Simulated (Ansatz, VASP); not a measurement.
# CdTeSe4 in VASP and in Ansatz

```xyz
6
Lattice="0.0000 4.1552 4.1552 4.1552 0.0000 4.1552 4.1552 4.1552 0.0000" Properties=species:S:1:pos:R:3 pbc="T T T"
Cd    0.0000    0.0000    0.0000
Te    6.2327    6.2327    6.2327
Se    3.1188    5.1915    5.1915
Se    3.1188    3.1188    3.1188
Se    5.1915    3.1188    5.1915
Se    5.1915    5.1915    3.1188
```

Change from the starting cell: species swapped into the GdInPt4 type (F-43m, No. 216).

Alike in both runs: functional PBE; k mesh 4 × 4 × 4; occupations gaussian, width 0.1 eV; no spin polarisation.

Ansatz relaxed the structure, and its values are those at the end. VASP's run is a single point on that final structure, the one shown.

|  | VASP | Ansatz |
| --- | --- | --- |
| version | VASP 6.6.1 | Ansatz 0.2.0 |
| potentials or method | VASP PAW PBE potentials, release 64 (Cd, Te, Se), cutoff 520 eV | scalar-relativistic, plane waves, PAW |
| valence electrons in the cell | 42 | 100 |

|  | VASP | Ansatz | Ansatz less VASP |
| --- | --- | --- | --- |
| gap on the k mesh at the Fermi level (eV) | none | none | - |
| pressure (GPa) | 0.0 | -0.1 | -0.04 |
| rms of the force components (eV/Å) | 0.021 | 0.021 | 0.0000 |

A gap of «none» marks a metal or a gap that the smearing closes. VASP's potentials hold 42 valence electrons a cell and Ansatz's 100, so a difference there can come from the potentials and not from the codes.

Spin-orbit coupling is off throughout.
